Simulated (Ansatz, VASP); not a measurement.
## Two plane-wave programs on BN

```
B N
1.0
     2.52311    0.00000    0.00000
    -1.26155    2.18507    0.00000
     0.00000    0.00000    4.17527
B N
2 2
Direct
  0.33333 0.66667 0.99985
  0.66667 0.33333 0.49985
  0.33333 0.66667 0.37415
  0.66667 0.33333 0.87415
```

Alike in both runs: functional LDA; k mesh 9 × 9 × 6; occupations gaussian, width 0.1 eV; no spin polarisation.

Ansatz relaxed the structure, and its values are those at the end. VASP's run is a single point on that final structure, the one shown.

```csv
,VASP,Ansatz
version,VASP 6.6.1,Ansatz 0.2.0
potentials or method,"VASP PAW LDA potentials, release 64 (B_h, N_h), cutoff 910 eV","scalar-relativistic, plane waves, PAW"
valence electrons in the cell,16,16
```

```tsv
	VASP	Ansatz	Ansatz less VASP
gap on the k mesh at the Fermi level (eV)	4.90	4.92	+0.017
least direct gap on the mesh (eV)	8.28	8.28	+0.002
rms of the force components (eV/Å)	0.005	0.007	+0.0018
```

Ansatz warns that its potentials were made for another functional, while VASP's fit it. LDA's correlation is that of Perdew and Zunger in VASP and of Perdew and Wang (1992) in Ansatz.

Noted on VASP's run: the cutoff is short for stress, so the pressure is rough.
